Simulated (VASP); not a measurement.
A run of VASP 6.6.1:

INCAR

```
SYSTEM = K2Sb
  PREC = Accurate
  ENCUT = 520
  EDIFF = 1E-6
  ISMEAR = 0
  SIGMA = 0.1
  LREAL = .FALSE.
  LASPH = .TRUE.
  NELM = 80
  ALGO = Fast
  ISIF = 2
  LWAVE = .FALSE.
  LCHARG = .FALSE.
  GGA = PE
  NBANDS = 18
```

KPOINTS

```
Automatic mesh
0
G
  14 14 14
  0 0 0
```

Contents of POSCAR:

```
K2Sb
1.0
   -2.2958257789      2.2958257789      5.6025550547
    2.2958257789     -2.2958257789      5.6025550547
    2.2958257789      2.2958257789     -5.6025550547
K Sb
2 1
Direct
    0.6538012782      0.6538012782      0.0000000000
    0.3461987218      0.3461987218      0.0000000000
    0.0000000000      0.0000000000      0.0000000000
```

Potentials or basis: VASP PAW PBE potentials, release 64 (K_sv, Sb).

Command:

```sh
$ cat potpaw_PBE.64/K_sv/POTCAR potpaw_PBE.64/Sb/POTCAR > POTCAR
$ mpirun -np 1 vasp_std > vasp.out
```

Hardware: 1 thread of Intel(R) Xeon(R) Platinum 8259CL CPU @ 2.50GHz (Skylake/Cascade Lake), on a shared host.

Task: How long does it take, and how much memory?

Result: Wall time 25 min on 1 thread of Intel(R) Xeon(R) Platinum 8259CL CPU @ 2.50GHz (Skylake/Cascade Lake), on a shared host, peak memory 0.68 GiB. Counts: scf iterations 19, k points 244.
